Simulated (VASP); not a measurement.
# ZrO2 (Fm-3m) in VASP: a series of runs

Runs on ZrO2. Level: PBEsol. Tasks: single point.

Program: VASP 6.6.1. These are calculated values, not measurements. Logs are shortened: lines on timing, memory, paths and dates and some standing lists are left out, and cuts for length are marked.

## Step 1: The cell of the first run

Symmetry: Fm-3m, No. 225, cubic system. Conventional cell: a = 5.066 Å, b = 5.066 Å, c = 5.066 Å, α = 90.00°, β = 90.00°, γ = 90.00°. Zr (site symmetry m-3m) has 8 O at 2.19 Å within 2.9 Å. O (site symmetry -43m) has 4 Zr at 2.19 Å and 6 O at 2.53 Å within 2.9 Å.

## Step 2: Single point, PBEsol

The input, INCAR:

```
SYSTEM = ZrO2
ALGO = Normal
EDIFF = 1E-6
ENCUT = 600
GGA = PS
GGA_COMPAT = .FALSE.
ISIF = 2
ISMEAR = -1
LASPH = .TRUE.
LCHARG = .TRUE.
LELF = .TRUE.
LREAL = .FALSE.
LVHAR = .TRUE.
LWAVE = .FALSE.
NBANDS = 19
NELM = 120
PREC = Accurate
SIGMA = 0.1
```

The input, KPOINTS:

```
k-points
0
G
  6 6 6
  0 0 0
```

The input, POSCAR:

```
ZrO2
1.0
    0.0000000000      2.5330310600      2.5330310600
    2.5330310600      0.0000000000      2.5330310600
    2.5330310600      2.5330310600      0.0000000000
Zr O
1 2
Direct
    0.0000000000      0.0000000000      0.0000000000
    0.2500000000      0.2500000000      0.2500000000
    0.7500000000      0.7500000000      0.7500000000
```

Potentials or basis: VASP PAW PBE potentials, release 64 (Zr_sv, O).

Started as:

```sh
> cat potpaw_PBE.64/Zr_sv/POTCAR potpaw_PBE.64/O/POTCAR > POTCAR
> mpirun -np 1 vasp_std > vasp.out
```

OUTCAR:

```text
SYSTEM = ZrO2
   EDIFF = 1E-6
   ENCUT = 600
   GGA = PS
   ISIF = 2
   ISMEAR = -1
   LASPH = .TRUE.
   LREAL = .FALSE.
   NELM = 120
   PREC = Accurate

 ion  position               nearest neighbor table
   1  0.000  0.000  0.000-   3 2.19   3 2.19   3 2.19   2 2.19   3 2.19   2 2.19   2 2.19   2 2.19

   2  0.250  0.250  0.250-   1 2.19   1 2.19   1 2.19   1 2.19
   3  0.750  0.750  0.750-   1 2.19   1 2.19   1 2.19   1 2.19

  LATTYP: Found a face centered cubic cell.
 ALAT       =     5.0660621200

  Lattice vectors:

 A1 = (   0.0000000000,   2.5330310600,   2.5330310600)
 A2 = (   2.5330310600,   0.0000000000,   2.5330310600)
 A3 = (   2.5330310600,   2.5330310600,   0.0000000000)

Analysis of symmetry for initial positions (statically):
=====================================================================
 Subroutine PRICEL returns:
 Original cell was already a primitive cell.

 Routine SETGRP: Setting up the symmetry group for a
 face centered cubic supercell.

 Subroutine GETGRP returns: Found 48 space group operations
 (whereof 48 operations were pure point group operations)
 out of a pool of 48 trial point group operations.

The static configuration has the point symmetry O_h .

Analysis of symmetry for dynamics (positions and initial velocities):
=====================================================================
 Subroutine PRICEL returns:
 Original cell was already a primitive cell.

 Routine SETGRP: Setting up the symmetry group for a
 face centered cubic supercell.

 Subroutine GETGRP returns: Found 48 space group operations
 (whereof 48 operations were pure point group operations)
 out of a pool of 48 trial point group operations.

The dynamic configuration has the point symmetry O_h .

 Subroutine INISYM returns: Found 48 space group operations
 (whereof 48 operations are pure point group operations),
 and found     1 'primitive' translations

----------------------------------------------------------------------------------------

                                     Primitive cell

  volume of cell :      32.5051

  direct lattice vectors                    reciprocal lattice vectors
     0.000000000  2.533031060  2.533031060    -0.197391974  0.197391974  0.197391974
     2.533031060  0.000000000  2.533031060     0.197391974 -0.197391974  0.197391974
     2.533031060  2.533031060  0.000000000     0.197391974  0.197391974 -0.197391974

  length of vectors
     3.582246879  3.582246879  3.582246879     0.341892927  0.341892927  0.341892927

  position of ions in fractional coordinates (direct lattice)
     0.000000000  0.000000000  0.000000000
     0.250000000  0.250000000  0.250000000
     0.750000000  0.750000000  0.750000000

  ion indices of the primitive-cell ions
   primitive index   ion index
                 1           1
                 2           2
                 3           3

----------------------------------------------------------------------------------------

 KPOINTS: k-points

Automatic generation of k-mesh.
 Grid dimensions read from file:
 generate k-points for:    6    6    6

 Generating k-lattice:

  Cartesian coordinates                     Fractional coordinates (reciprocal lattice)
    -0.032898662  0.032898662  0.032898662     0.166666667  0.000000000  0.000000000
     0.032898662 -0.032898662  0.032898662     0.000000000  0.166666667  0.000000000
     0.032898662  0.032898662 -0.032898662     0.000000000  0.000000000  0.166666667

  Length of vectors
     0.056982155  0.056982155  0.056982155

  Shift w.r.t. Gamma in fractional coordinates (k-lattice)
     0.000000000  0.000000000  0.000000000

 Subroutine IBZKPT returns following result:
 ===========================================

 Found     16 irreducible k-points:

 Following reciprocal coordinates:
            Coordinates               Weight
  0.000000  0.000000  0.000000      1.000000
  0.166667  0.000000  0.000000      8.000000
  0.333333  0.000000  0.000000      8.000000
  0.500000  0.000000  0.000000      4.000000
  0.166667  0.166667  0.000000      6.000000
  0.333333  0.166667  0.000000     24.000000
[... 8 lines left out ...]
 -0.333333  0.333333  0.166667     24.000000
 -0.333333  0.500000  0.166667     12.000000
   k-points           NKPTS =     16   k-points in BZ     NKDIM =     16   number of bands    NBANDS=     19
   number of dos      NEDOS =    301   number of ions     NIONS =      3
   total plane-waves  NPLWV =  27000
   dimension x,y,z NGX =    30 NGY =   30 NGZ =   30
   dimension x,y,z NGXF=    60 NGYF=   60 NGZF=   60
   ions per type =               1   2
   NGX,Y,Z   is equivalent  to a cutoff of  13.92, 13.92, 13.92 a.u.
   NGXF,Y,Z  is equivalent  to a cutoff of  27.84, 27.84, 27.84 a.u.
 SYSTEM =  ZrO2
   PREC   = accura    normal or accurate (medium, high low for compatibility)
   ISTART =      0    job   : 0-new  1-cont  2-samecut
   ICHARG =      2    charge: 1-file 2-atom 10-const
   ISPIN  =      1    spin polarized calculation?
   LNONCOLLINEAR =      F non collinear calculations
   LSORBIT =      F    spin-orbit coupling
   LASPH  =      T    aspherical Exc in radial PAW
   ENCUT  =  600.0 eV  44.10 Ry    6.64 a.u.   7.15  7.15  7.15*2*pi/ulx,y,z
   NELM   =    120;   NELMIN=  2; NELMDL= -5     # of ELM steps
   EDIFF  = 0.1E-05   stopping-criterion for ELM
   LREAL  =      F    real-space projection
   EDIFFG = 0.1E-04   stopping-criterion for IOM
   NSW    =      0    number of steps for IOM
   IBRION =     -1    ionic relax: 0-MD 1-quasi-New 2-CG
   NFREE  =      0    steps in history (QN), initial steepest desc. (CG)
   ISIF   =      2    stress and relaxation
   ISYM   =      2    0-nonsym 1-usesym 2-fastsym
   POTIM  = 0.5000    time-step for ionic-motion
   TEBEG  =    0.0;   TEEND  =   0.0 temperature during run
   PSTRESS=    0.0 pullay stress
   NELECT =      24.0000    total number of electrons
   NUPDOWN=      -1.0000    fix difference up-down
   EMIN   =  10.00;   EMAX   =-10.00  energy-range for DOS
   EFERMI =   0.00;   METHOD = LEGACY
   ISMEAR =    -1;   SIGMA  =   0.10  broadening in eV -4-tet -1-fermi 0-gaus
   EFERMI_NEDOS =   21; number of points for ismear=-14 and -15
   IALGO  =     38    algorithm
   IMIX   =      4    mixing-type and parameters
     AMIX     =   0.40;   BMIX     =  1.00
     AMIX_MAG =   1.60;   BMIX_MAG =  1.00
  volume/ion in A,a.u.               =      10.84        73.12
  Fermi-wavevector in a.u.,A,eV,Ry     =   1.479658  2.796149 29.788436  2.189388
  Thomas-Fermi vector in A             =   2.593789
   LORBIT       =      0    0 simple, 1 ext, 2 COOP (PROOUT), +10 PAW based schemes
   GGA     = PS    functional components
   LHFCALC =     F    Hartree Fock is set to
   AEXX    =    0.0000 exact exchange contribution
   IVDW    =     0    specifies the selected vdW correction
   LEPSILON=     F    determine dielectric tensor
   LRPA    =     F    only Hartree local field effects (RPA)
 non-spin polarized calculation
  energy-cutoff  :      600.00
  volume of cell :       32.51
 maximum number of plane-waves:      1106
 NGX is ok and might be reduce to    30
   NGX = 15   NGY = 15   NGZ = 15

 number of electron      23.9999997 magnetization

 Free energy of the ion-electron system (eV)
  ---------------------------------------------------
  ext. energy  EPLUGINS =         0.00000000
  ---------------------------------------------------
  free energy    TOTEN  =       -29.92934657 eV

  energy without entropy =      -29.92934656  energy(sigma->0) =      -29.92934657

 E-fermi :   8.9450     XC(G=0): -12.1330

 val. band max:        7.2477731749   @ k =   0.5000   0.5000   0.0000
 cond. band min:      10.5679791155   @ k =   0.0000   0.0000   0.0000
 fundamental gap:      3.3202059406
 Fermi energy:         8.9450273756

 k-point     1 :       0.0000    0.0000    0.0000
  band No.  band energies     occupation
      1     -40.6355      2.00000
      2     -18.4990      2.00000
      3     -18.4990      2.00000
      4     -18.4990      2.00000
      5     -10.9595      2.00000
      6      -8.2959      2.00000
[... 11 lines left out ...]
     18      16.8219      0.00000
     19      21.5247      0.00000

 k-point     2 :       0.1667    0.0000    0.0000
  band No.  band energies     occupation
      1     -40.6226      2.00000
      2     -18.7053      2.00000
      3     -18.5183      2.00000
      4     -18.5183      2.00000
      5     -10.5731      2.00000
      6      -8.5642      2.00000
[... 11 lines left out ...]
     18      16.4311      0.00000
     19      21.0064      0.00000

 k-point     3 :       0.3333    0.0000    0.0000
  band No.  band energies     occupation
      1     -40.5967      2.00000
      2     -19.0759      2.00000
      3     -18.5565      2.00000
      4     -18.5565      2.00000
      5     -10.0165      2.00000
      6      -8.7940      2.00000
[... 11 lines left out ...]
     18      16.6488      0.00000
     19      20.5153      0.00000

 k-point     4 :       0.5000    0.0000    0.0000
  band No.  band energies     occupation
      1     -40.5837      2.00000
      2     -19.2447      2.00000
      3     -18.5753      2.00000
      4     -18.5753      2.00000
      5      -9.9715      2.00000
      6      -8.6314      2.00000
[... 231 lines left out ...]
     18      17.9902      0.00000
     19      21.9753      0.00000

 k-point    15 :      -0.3333    0.3333    0.1667
  band No.  band energies     occupation
      1     -40.5708      2.00000
      2     -19.0839      2.00000
      3     -18.9074      2.00000
      4     -18.6500      2.00000
      5      -9.3341      2.00000
      6      -9.0032      2.00000
[... 11 lines left out ...]
     18      18.5742      0.00000
     19      22.3124      0.00000

 k-point    16 :      -0.3333    0.5000    0.1667
  band No.  band energies     occupation
      1     -40.5666      2.00000
      2     -19.1600      2.00000
      3     -18.8541      2.00000
      4     -18.6929      2.00000
      5      -9.3423      2.00000
      6      -8.9119      2.00000
[... 11 lines left out ...]
     18      19.7390      0.00000
     19      22.0890      0.00000

------------------------ aborting loop because EDIFF is reached ----------------------------------------

  FORCE on cell =-STRESS in cart. coord.  units (eV):
  Direction    XX          YY          ZZ          XY          YZ          ZX
  --------------------------------------------------------------------------------------
  -------------------------------------------------------------------------------------
  Total       -0.0118516     -0.0118516     -0.0118516      0.0000000      0.0000000     -0.0000000
  in kB       -0.5841670     -0.5841670     -0.5841670      0.0000000      0.0000000     -0.0000000
  external PRESSURE =      -0.5841670 kB  Pullay stress =       0.0000000 kB

 VOLUME and BASIS-vectors are now :
 -----------------------------------------------------------------------------
  energy-cutoff  :      600.00
  volume of cell :       32.51
      direct lattice vectors                 reciprocal lattice vectors
     0.000000000  2.533031060  2.533031060    -0.197391974  0.197391974  0.197391974
     2.533031060  0.000000000  2.533031060     0.197391974 -0.197391974  0.197391974
     2.533031060  2.533031060  0.000000000     0.197391974  0.197391974 -0.197391974

 POSITION                                       TOTAL-FORCE (eV/Angst)
 -----------------------------------------------------------------------------------
      0.00000      0.00000      0.00000         0.000000     -0.000000     -0.000000
      1.26652      1.26652      1.26652        -0.000000     -0.000000     -0.000000
      3.79955      3.79955      3.79955         0.000000      0.000000      0.000000
 -----------------------------------------------------------------------------------
    total drift:                                0.000000     -0.000000      0.000000

  FREE ENERGIE OF THE ION-ELECTRON SYSTEM (eV)
  ---------------------------------------------------
  free  energy   TOTEN  =       -29.9293465698 eV

  energy  without entropy=      -29.9293465611  energy(sigma->0) =      -29.92934657
```

Wall time 21 s (1 thread of Intel Xeon Platinum 8488C (Sapphire Rapids), shared host); peak memory 0.17 GiB.

What came out:

* Free energy: -29.9293 eV
* Pressure: -0.1 GPa
* Band gap on the k mesh: 3.32 eV, indirect (least direct gap 3.76 eV)

Caveat: the PAW data sets were made with another functional, which shifts forces and pressure a little. A k mesh can miss the band edges.

## Step 3: Single point, PBEsol

The input, INCAR:

```
  PREC = Accurate
  ENCUT = 600
  EDIFF = 1E-6
  ISMEAR = -1
  SIGMA = 0.1
  LREAL = F
  LASPH = T
  NELM = 120
  ALGO = Normal
  ISIF = 2
  LWAVE = F
  LCHARG = F
  GGA = PS
  NBANDS = 19
  GGA_COMPAT = F
```

The input, KPOINTS:

```
regular mesh
0
Gamma
  6 6 6
```

POSCAR is that of step 2.

Potentials or basis: VASP PAW PBE potentials, release 64 (Zr_sv, O).

Started as:

```sh
> cat potpaw_PBE.64/Zr_sv/POTCAR potpaw_PBE.64/O/POTCAR > POTCAR
> mpirun -np 1 vasp_std > vasp.out
```

Wall time 23 s (1 thread of Intel Xeon Platinum 8488C (Sapphire Rapids), shared host); peak memory 0.16 GiB.

The run converged. Its results:

| Quantity | Value |
| --- | --- |
| Free energy | -29.9293 eV |
| Pressure | -0.1 GPa |
| Band gap on the k mesh | 3.32 eV, indirect (least direct gap 3.76 eV) |

Levels at points of the mesh, in eV from the valence-band top:
| k point | band 10 | band 11 | band 12 | band 13 | band 14 | band 15 |
| --- | --- | --- | --- | --- | --- | --- |
| (0.00, 0.00, 0.00) | -0.55 | -0.55 | -0.55 | 3.32 | 3.32 | 6.48 |
| (0.50, 0.00, 0.00) | -2.52 | -1.67 | -1.67 | 4.00 | 4.00 | 6.22 |
| (0.50, 0.50, 0.00) | -1.54 | -1.54 | 0.00 | 3.76 | 4.78 | 5.96 |

Caveat: the PAW data sets were made with another functional, which shifts forces and pressure a little. A k mesh can miss the band edges.
